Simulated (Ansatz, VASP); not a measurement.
## Two plane-wave programs on SiSbTe2

```
CELL_PARAMETERS angstrom
3.99633 0.00000 0.00000
0.00000 3.99633 0.00000
0.00000 0.00000 8.41333
ATOMIC_POSITIONS crystal
Si 0.00000 0.00000 0.00000
Sb 0.50000 0.50000 0.50000
Te 0.50000 0.00000 0.78193
Te 0.00000 0.50000 0.21807
```

Change from the starting cell: species swapped into the AlGaN2 type (P-4m2, No. 115).

Alike in both runs: task relaxation of cell and atoms; functional PBE; k mesh 12 × 12 × 6; occupations gaussian, width 0.1 eV; no spin polarisation.

|  | VASP | Ansatz |
| --- | --- | --- |
| version | VASP 6.6.1 | Ansatz 0.2.0 |
| potentials or method | VASP PAW PBE potentials, release 64 (Si, Sb, Te), cutoff 600 eV | scalar-relativistic, plane waves, PAW |
| valence electrons in the cell | 21 | 51 |

```csv
,VASP,Ansatz,Ansatz less VASP
"gap on the k mesh at the Fermi level, each at its own relaxed structure (eV)",none,none,-
relaxed volume (Å³/atom),32.60,32.61,+0.011
relaxed cell length with the largest relative difference (Å),8.555,8.558,+0.0026
```

A gap of «none» marks a metal or a gap that the smearing closes. VASP's potentials hold 21 valence electrons a cell and Ansatz's 51, so a difference there can come from the potentials and not from the codes.

Neither program's run includes spin-orbit coupling.
